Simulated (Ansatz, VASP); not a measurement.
Bi: VASP beside Ansatz

```
Bi
1.0
    -1.95682    1.95682    1.95682
     1.95682   -1.95682    1.95682
     1.95682    1.95682   -1.95682
Bi
1
Direct
  0.00000 0.00000 0.00000
```

Alike in both runs: task single point; functional PBEsol; k mesh 16 × 16 × 16; occupations gaussian, width 0.1 eV; non-collinear spin, spin-orbit coupling.

```csv
,VASP,Ansatz
version,VASP 6.6.1,Ansatz 0.2.0
potentials or method,"VASP PAW PBE potentials, release 64 (Bi_d), cutoff 520 eV","plane waves, PAW"
valence electrons in the cell,15,15
```

|  | VASP | Ansatz | Ansatz less VASP |
| --- | --- | --- | --- |
| net moment per atom (μB) | 0.00 | 0.00 | 0.000 |

VASP's potentials were made for PBE, not for PBEsol. The functional is the same, so the differences come from potentials, cutoffs and numerics.
